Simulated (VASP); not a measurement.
# ZnB6 (P4mm) in VASP: further runs

ZnB6 is run at these levels: PBE; tasks: single point, relaxation of cell and atoms.

Everything below comes from runs of VASP 6.6.1. Logs are shortened: lines on timing, memory, paths and dates and some standing lists are left out, and cuts for length are marked.

## (1) The cell of the first run

The structure is tetragonal, space group P4mm (No. 99). Conventional cell: a = 4.189 Å, b = 4.189 Å, c = 4.229 Å, α = 90.00°, β = 90.00°, γ = 90.00°. Within 3.1 Å of Zn (site symmetry 4mm) lie 12 B at 2.30 to 3.09 Å. B (site symmetry m) has 6 B at 1.72 to 2.46 Å and 2 Zn at 2.30 Å within 2.5 Å. B (site symmetry 4mm) has 5 B at 1.67 to 1.79 Å within 2.2 Å. B (site symmetry 4mm) has 5 B at 1.67 to 1.76 Å within 2.2 Å.

## (2) Single point, PBE

The input, INCAR:

```
PREC = Accurate
ENCUT = 500
EDIFF = 1E-6
ISMEAR = 0
SIGMA = 0.1
LREAL = F
LASPH = T
NELM = 120
ALGO = Normal
ISIF = 2
LWAVE = F
LCHARG = F
GGA = PE
NBANDS = 24
GGA_COMPAT = F
```

The input, KPOINTS:

```
regular mesh
0
Gamma
  10 10 10
```

The input, POSCAR:

```
ZnB6
1.0
    4.1885454775      0.0000000000      0.0000000000
    0.0000000000      4.1885454775      0.0000000000
    0.0000000000      0.0000000000      4.2285687476
Zn B
1 6
Direct
    0.5000000000      0.5000000000      0.6545673998
    0.7058581929      0.0000000000      0.5558898248
    0.2941418071      0.0000000000      0.5558898248
    0.0000000000      0.7058581929      0.5558898248
    0.0000000000      0.2941418071      0.5558898248
    0.0000000000      0.0000000000      0.8633588857
    0.0000000000      0.0000000000      0.2584696587
```

Potentials or basis: VASP PAW PBE potentials, release 64 (Zn, B).

The run is started by

```sh
$ cat potpaw_PBE.64/Zn/POTCAR potpaw_PBE.64/B/POTCAR > POTCAR
$ mpirun -np 1 vasp_std > vasp.out
```

OUTCAR:

```text
PREC = Accurate
   ENCUT = 500
   EDIFF = 1E-6
   ISMEAR = 0
   LREAL = F
   LASPH = T
   NELM = 120
   ISIF = 2
   GGA = PE

 ion  position               nearest neighbor table
   1  0.500  0.500  0.655-   2 2.30   3 2.30   4 2.30   5 2.30   2 2.30   3 2.30   4 2.30   5 2.30

   2  0.706  0.000  0.556-   3 1.72   4 1.74   5 1.74   7 1.76   6 1.79   1 2.30   1 2.30
   3  0.294  0.000  0.556-   2 1.72   4 1.74   5 1.74   7 1.76   6 1.79   1 2.30   1 2.30
   4  0.000  0.706  0.556-   5 1.72   3 1.74   2 1.74   7 1.76   6 1.79   1 2.30   1 2.30
   5  0.000  0.294  0.556-   4 1.72   3 1.74   2 1.74   7 1.76   6 1.79   1 2.30   1 2.30
   6  0.000  0.000  0.863-   7 1.67   3 1.79   4 1.79   5 1.79   2 1.79
   7  0.000  0.000  0.258-   6 1.67   3 1.76   4 1.76   5 1.76   2 1.76

  LATTYP: Found a simple tetragonal cell.
 ALAT       =     4.1885454775
 C/A-ratio  =     1.0095554102

  Lattice vectors:

 A1 = (   4.1885454775,   0.0000000000,   0.0000000000)
 A2 = (   0.0000000000,   4.1885454775,   0.0000000000)
 A3 = (   0.0000000000,   0.0000000000,   4.2285687476)

Analysis of symmetry for initial positions (statically):
=====================================================================
 Subroutine PRICEL returns:
 Original cell was already a primitive cell.

 Routine SETGRP: Setting up the symmetry group for a
 simple tetragonal supercell.

 Subroutine GETGRP returns: Found  8 space group operations
 (whereof  8 operations were pure point group operations)
 out of a pool of 16 trial point group operations.

The static configuration has the point symmetry C_4v.

Analysis of symmetry for dynamics (positions and initial velocities):
=====================================================================
 Subroutine PRICEL returns:
 Original cell was already a primitive cell.

 Routine SETGRP: Setting up the symmetry group for a
 simple tetragonal supercell.

 Subroutine GETGRP returns: Found  8 space group operations
 (whereof  8 operations were pure point group operations)
 out of a pool of 16 trial point group operations.

The dynamic configuration has the point symmetry C_4v.

 Subroutine INISYM returns: Found  8 space group operations
 (whereof  8 operations are pure point group operations),
 and found     1 'primitive' translations

----------------------------------------------------------------------------------------

                                     Primitive cell

  volume of cell :      74.1856

  direct lattice vectors                    reciprocal lattice vectors
     4.188545477  0.000000000  0.000000000     0.238746363  0.000000000  0.000000000
     0.000000000  4.188545477  0.000000000     0.000000000  0.238746363  0.000000000
     0.000000000  0.000000000  4.228568748     0.000000000  0.000000000  0.236486636

  length of vectors
     4.188545477  4.188545477  4.228568748     0.238746363  0.238746363  0.236486636

  position of ions in fractional coordinates (direct lattice)
     0.500000000  0.500000000  0.654567400
     0.705858193  0.000000000  0.555889825
     0.294141807  0.000000000  0.555889825
     0.000000000  0.705858193  0.555889825
     0.000000000  0.294141807  0.555889825
     0.000000000  0.000000000  0.863358886
     0.000000000  0.000000000  0.258469659

  ion indices of the primitive-cell ions
   primitive index   ion index
                 1           1
                 2           2
                 3           3
                 4           4
                 5           5
                 6           6
                 7           7

----------------------------------------------------------------------------------------

 KPOINTS: regular mesh

Automatic generation of k-mesh.
 Grid dimensions read from file:
 generate k-points for:   10   10   10

 Generating k-lattice:

  Cartesian coordinates                     Fractional coordinates (reciprocal lattice)
     0.023874636  0.000000000  0.000000000     0.100000000  0.000000000  0.000000000
     0.000000000  0.023874636  0.000000000     0.000000000  0.100000000  0.000000000
     0.000000000  0.000000000  0.023648664     0.000000000  0.000000000  0.100000000

  Length of vectors
     0.023874636  0.023874636  0.023648664

  Shift w.r.t. Gamma in fractional coordinates (k-lattice)
     0.000000000  0.000000000  0.000000000

 Subroutine IBZKPT returns following result:
 ===========================================

 Found    126 irreducible k-points:

 Following reciprocal coordinates:
            Coordinates               Weight
  0.000000  0.000000  0.000000      1.000000
  0.100000  0.000000  0.000000      4.000000
  0.200000  0.000000  0.000000      4.000000
  0.300000  0.000000  0.000000      4.000000
  0.400000  0.000000  0.000000      4.000000
  0.500000  0.000000  0.000000      2.000000
[... 16 lines left out ...]
  0.100000  0.000000  0.100000      8.000000
  0.200000  0.000000  0.100000      8.000000
 [... further k-points ...]
   k-points           NKPTS =    126   k-points in BZ     NKDIM =    126   number of bands    NBANDS=     24
   number of dos      NEDOS =    301   number of ions     NIONS =      7
   total plane-waves  NPLWV =  32768
   dimension x,y,z NGX =    32 NGY =   32 NGZ =   32
   dimension x,y,z NGXF=    64 NGYF=   64 NGZF=   64
   ions per type =               1   6
   NGX,Y,Z   is equivalent  to a cutoff of  12.70, 12.70, 12.58 a.u.
   NGXF,Y,Z  is equivalent  to a cutoff of  25.40, 25.40, 25.16 a.u.
 SYSTEM =  unknown system
   PREC   = accura    normal or accurate (medium, high low for compatibility)
   ISTART =      0    job   : 0-new  1-cont  2-samecut
   ICHARG =      2    charge: 1-file 2-atom 10-const
   ISPIN  =      1    spin polarized calculation?
   LNONCOLLINEAR =      F non collinear calculations
   LSORBIT =      F    spin-orbit coupling
   LASPH  =      T    aspherical Exc in radial PAW
   ENCUT  =  500.0 eV  36.75 Ry    6.06 a.u.   7.64  7.64  7.71*2*pi/ulx,y,z
   NELM   =    120;   NELMIN=  2; NELMDL= -5     # of ELM steps
   EDIFF  = 0.1E-05   stopping-criterion for ELM
   LREAL  =      F    real-space projection
   EDIFFG = 0.1E-04   stopping-criterion for IOM
   NSW    =      0    number of steps for IOM
   IBRION =     -1    ionic relax: 0-MD 1-quasi-New 2-CG
   NFREE  =      0    steps in history (QN), initial steepest desc. (CG)
   ISIF   =      2    stress and relaxation
   ISYM   =      2    0-nonsym 1-usesym 2-fastsym
   POTIM  = 0.5000    time-step for ionic-motion
   TEBEG  =    0.0;   TEEND  =   0.0 temperature during run
   PSTRESS=    0.0 pullay stress
   NELECT =      30.0000    total number of electrons
   NUPDOWN=      -1.0000    fix difference up-down
   EMIN   =  10.00;   EMAX   =-10.00  energy-range for DOS
   EFERMI =   0.00;   METHOD = LEGACY
   ISMEAR =     0;   SIGMA  =   0.10  broadening in eV -4-tet -1-fermi 0-gaus
   EFERMI_NEDOS =   21; number of points for ismear=-14 and -15
   IALGO  =     38    algorithm
   IMIX   =      4    mixing-type and parameters
     AMIX     =   0.40;   BMIX     =  1.00
     AMIX_MAG =   1.60;   BMIX_MAG =  1.00
  volume/ion in A,a.u.               =      10.60        71.52
  Fermi-wavevector in a.u.,A,eV,Ry     =   1.210622  2.287744 19.940781  1.465606
  Thomas-Fermi vector in A             =   2.346163
   LORBIT       =      0    0 simple, 1 ext, 2 COOP (PROOUT), +10 PAW based schemes
   GGA     = PE    functional components
   LHFCALC =     F    Hartree Fock is set to
   AEXX    =    0.0000 exact exchange contribution
   IVDW    =     0    specifies the selected vdW correction
   LEPSILON=     F    determine dielectric tensor
   LRPA    =     F    only Hartree local field effects (RPA)
 non-spin polarized calculation
 Gauss-broadening in eV      SIGMA  =   0.10
  energy-cutoff  :      500.00
  volume of cell :       74.19
 maximum number of plane-waves:      1904
 NGX is ok and might be reduce to    32
   NGX = 15   NGY = 15   NGZ = 15

 number of electron      30.0000001 magnetization

 Free energy of the ion-electron system (eV)
  ---------------------------------------------------
  ext. energy  EPLUGINS =         0.00000000
  ---------------------------------------------------
  free energy    TOTEN  =       -39.81815900 eV

  energy without entropy =      -39.81589038  energy(sigma->0) =      -39.81702469

 E-fermi :   3.0684     XC(G=0): -10.0021

 val. band max:        3.0344799257   @ k =   0.5000   0.0000   0.1000
 cond. band min:       3.0779952128   @ k =   0.4000   0.0000   0.2000
 fundamental gap:      0.0435152871
 Fermi energy:         3.0683983356

 k-point     1 :       0.0000    0.0000    0.0000
  band No.  band energies     occupation
      1     -11.6033      2.00000
      2      -5.5760      2.00000
      3      -5.3727      2.00000
      4      -5.0381      2.00000
      5      -4.8920      2.00000
      6      -4.8920      2.00000
[... 16 lines left out ...]
     23      10.0683      0.00000
     24      12.6390      0.00000

 k-point     2 :       0.1000    0.0000    0.0000
  band No.  band energies     occupation
      1     -11.5642      2.00000
      2      -5.7640      2.00000
      3      -5.4644      2.00000
      4      -5.1054      2.00000
      5      -4.8602      2.00000
      6      -4.8498      2.00000
[... 16 lines left out ...]
     23      10.3667      0.00000
     24      12.7102      0.00000

 k-point     3 :       0.2000    0.0000    0.0000
  band No.  band energies     occupation
      1     -11.4548      2.00000
      2      -6.3900      2.00000
      3      -5.3627      2.00000
      4      -5.2165      2.00000
      5      -4.8353      2.00000
      6      -4.8266      2.00000
[... 16 lines left out ...]
     23      10.8478      0.00000
     24      12.6740      0.00000
[... 514 lines left out ...]
 k-point    23 :       0.1000    0.0000    0.1000
  band No.  band energies     occupation
      1     -11.5438      2.00000
      2      -5.7607      2.00000
      3      -5.4689      2.00000
      4      -5.1029      2.00000
      5      -4.8612      2.00000
      6      -4.8508      2.00000
[... 16 lines left out ...]
     23      10.7787      0.00000
     24      12.9696      0.00000

 k-point    24 :       0.2000    0.0000    0.1000
  band No.  band energies     occupation
      1     -11.4347      2.00000
      2      -6.3767      2.00000
      3      -5.3638      2.00000
      4      -5.2120      2.00000
      5      -4.8461      2.00000
      6      -4.8282      2.00000
[... 16 lines left out ...]
     23      11.2417      0.00000
     24      12.7939      0.00000

 [... further k-points ...]

------------------------ aborting loop because EDIFF is reached ----------------------------------------

  FORCE on cell =-STRESS in cart. coord.  units (eV):
  Direction    XX          YY          ZZ          XY          YZ          ZX
  --------------------------------------------------------------------------------------
  -------------------------------------------------------------------------------------
  Total        0.1073731      0.1073731      0.0071423      0.0000000     -0.0000000      0.0000000
  in kB        2.3189216      2.3189216      0.1542509      0.0000000     -0.0000000      0.0000000
  external PRESSURE =       1.5973647 kB  Pullay stress =       0.0000000 kB

 VOLUME and BASIS-vectors are now :
 -----------------------------------------------------------------------------
  energy-cutoff  :      500.00
  volume of cell :       74.19
      direct lattice vectors                 reciprocal lattice vectors
     4.188545477  0.000000000  0.000000000     0.238746363  0.000000000  0.000000000
     0.000000000  4.188545477  0.000000000     0.000000000  0.238746363  0.000000000
     0.000000000  0.000000000  4.228568748     0.000000000  0.000000000  0.236486636

 POSITION                                       TOTAL-FORCE (eV/Angst)
 -----------------------------------------------------------------------------------
      2.09427      2.09427      2.76788        -0.000000     -0.000000      0.011522
      2.95652      0.00000      2.35062        -0.011184     -0.000000     -0.002858
      1.23203      0.00000      2.35062         0.011184     -0.000000     -0.002858
      0.00000      2.95652      2.35062        -0.000000     -0.011184     -0.002858
      0.00000      1.23203      2.35062        -0.000000      0.011184     -0.002858
      0.00000      0.00000      3.65077        -0.000000     -0.000000      0.018463
      0.00000      0.00000      1.09296        -0.000000     -0.000000     -0.018554
 -----------------------------------------------------------------------------------
    total drift:                                0.000000     -0.000000      0.001319

  FREE ENERGIE OF THE ION-ELECTRON SYSTEM (eV)
  ---------------------------------------------------
  free  energy   TOTEN  =       -39.8181590039 eV

  energy  without entropy=      -39.8158903846  energy(sigma->0) =      -39.81702469
```

It took 3.5 min on 1 thread of Intel Xeon Platinum 8488C (Sapphire Rapids), shared host; peak memory 0.29 GiB.

Results:

```yaml
Free_energy: -39.8182 eV
Pressure: 0.2 GPa
Largest_force: 0.019 eV/Å
Band_gap_on_the_k_mesh: zero (bands 15 and 16 overlap by 0.24 eV)
```

Forces on the atoms (eV/Å):
```
Zn   0.000  0.000  0.012
B   -0.011  0.000 -0.003
B    0.011  0.000 -0.003
B    0.000 -0.011 -0.003
B    0.000  0.011 -0.003
B    0.000  0.000  0.018
B    0.000  0.000 -0.019
```

Stress tensor (GPa, compression positive):
```
0.23 0.00 0.00
0.00 0.23 0.00
0.00 0.00 0.02
```

Levels at points of the mesh, in eV from the Fermi level:
| k point | band 13 | band 14 | band 15 | band 16 | band 17 | band 18 |
| --- | --- | --- | --- | --- | --- | --- |
| (0.00, 0.00, 0.00) | -0.39 | 0.06 | 0.06 | 1.87 | 1.87 | 2.32 |
| (0.50, 0.00, 0.00) | -2.48 | -1.79 | -0.37 | 0.21 | 2.51 | 4.65 |
| (0.50, 0.50, 0.00) | -2.09 | -1.73 | -1.73 | 3.12 | 3.33 | 3.33 |
| (0.00, 0.00, 0.50) | -1.91 | -1.69 | -0.32 | 1.63 | 2.03 | 2.91 |
| (0.50, 0.00, 0.50) | -1.75 | -1.61 | -1.44 | 0.41 | 3.46 | 3.61 |
| (0.50, 0.50, 0.50) | -1.50 | -1.50 | -1.14 | 1.07 | 5.45 | 6.47 |

## (3) Relaxation of cell and atoms, PBE

This run uses another cell than the first one, of 10.62 Å³/atom.

The input, INCAR:

```
ALGO = Normal
EDIFF = 1E-7
EDIFFG = -0.01
ENCUT = 500
GGA = PE
GGA_COMPAT = F
IBRION = 2
ISIF = 3
ISMEAR = 0
LASPH = T
LCHARG = F
LREAL = F
LWAVE = F
NELM = 120
NELMIN = 4
NSW = 100
PREC = Accurate
SIGMA = 0.1
```

The input, KPOINTS:

```
k-points
0
Gamma
  10 10 10
```

The input, POSCAR:

```
ZnB6
1.0
    4.1966150513      0.0000000000      0.0000000000
    0.0000000000      4.1966150513      0.0000000000
    0.0000000000      0.0000000000      4.2210818905
Zn B
1 6
Direct
    0.5000000000      0.5000000000      0.6444617886
    0.7056786013      0.0000000000      0.5578103913
    0.2943213987      0.0000000000      0.5578103913
    0.0000000000      0.7056786013      0.5578103913
    0.0000000000      0.2943213987      0.5578103913
    0.0000000000      0.0000000000      0.8650257505
    0.0000000000      0.0000000000      0.2592261390
```

Potentials or basis: VASP PAW PBE potentials, release 64 (Zn, B).

The run is started by

```sh
$ cat potpaw_PBE.64/Zn/POTCAR potpaw_PBE.64/B/POTCAR > POTCAR
$ mpirun -np 1 vasp_std > vasp.out
```

Run time: 13 min. Hardware: 1 thread of Intel Xeon Platinum 8488C (Sapphire Rapids), shared host; peak memory 0.29 GiB.

The run converged. Its results:

```
Free energy                           : -39.8183 eV
Relaxed volume                        : 10.61 Å³/atom
Relaxed cell                          : a = 4.191 Å, b = 4.191 Å, c = 4.229 Å, α = 90.00°, β = 90.00°, γ = 90.00°
Space group after relaxing (to 0.1 Å) : P4mm (No. 99)
Energy gained by relaxing             : 0.2 meV/atom
Ionic steps                           : 20
Pressure after relaxing               : 0.0 GPa
Largest force after relaxing          : 0.009 eV/Å
Band gap on the k mesh                : zero (bands 15 and 16 overlap by 0.25 eV)
```

Forces in eV/Å, atoms in the order of the input:
```
Zn   0.000  0.000  0.009
B    0.004  0.000 -0.001
B   -0.004  0.000 -0.001
B    0.000  0.004 -0.001
B    0.000 -0.004 -0.001
B    0.000  0.000 -0.002
B    0.000  0.000 -0.003
```

Step by step:
```
step  energy change (eV)  largest force (eV/Å)  pressure (GPa)  volume (Å³)
   1              0.0000                0.0916           -0.03        74.34
   2              0.0003                0.1622            0.28        74.32
   3             -0.0006                0.0286            0.10        74.33
   4             -0.0007                0.0293           -0.02        74.39
   5             -0.0007                0.0294            0.00        74.38
   6             -0.0008                0.0294           -0.04        74.40
   7             -0.0008                0.0369           -0.06        74.40
   8             -0.0008                0.0374           -0.07        74.40
   9             -0.0009                0.0388           -0.08        74.40
  10             -0.0010                0.0416           -0.09        74.40
  11             -0.0012                0.0476           -0.10        74.39
  12             -0.0015                0.0597           -0.16        74.37
  13             -0.0015                0.0749            0.05        74.25
  14             -0.0016                0.0225           -0.06        74.30
  15             -0.0016                0.0246           -0.04        74.30
  16             -0.0016                0.0103            0.07        74.24
  17             -0.0016                0.0103            0.06        74.24
  18             -0.0017                0.0112            0.00        74.26
  19             -0.0017                0.0101            0.02        74.25
  20             -0.0017                0.0086           -0.03        74.28
```

Final structure:
```xyz
7
Lattice="4.1911 0.0000 0.0000 0.0000 4.1911 0.0000 0.0000 0.0000 4.2288" Properties=species:S:1:pos:R:3 pbc="T T T"
Zn    2.0956    2.0956    2.7674
B     2.9582    4.1911    2.3508
B     1.2329    4.1911    2.3508
B     0.0000    2.9582    2.3508
B     0.0000    1.2329    2.3508
B     0.0000    4.1911    3.6514
B     0.0000    4.1911    1.0929
```

Levels at points of the mesh, in eV from the Fermi level:
| k point | band 13 | band 14 | band 15 | band 16 | band 17 | band 18 |
| --- | --- | --- | --- | --- | --- | --- |
| (0.00, 0.00, 0.00) | -0.39 | 0.07 | 0.07 | 1.86 | 1.86 | 2.31 |
| (0.50, 0.00, 0.00) | -2.48 | -1.79 | -0.38 | 0.21 | 2.51 | 4.64 |
| (0.50, 0.50, 0.00) | -2.09 | -1.73 | -1.73 | 3.12 | 3.33 | 3.33 |
| (0.00, 0.00, 0.50) | -1.91 | -1.69 | -0.32 | 1.63 | 2.02 | 2.90 |
| (0.50, 0.00, 0.50) | -1.75 | -1.61 | -1.43 | 0.40 | 3.46 | 3.60 |
| (0.50, 0.50, 0.50) | -1.50 | -1.50 | -1.13 | 1.07 | 5.45 | 6.46 |

The gap in the log of VASP goes by the Fermi energy; the results here count the filled bands.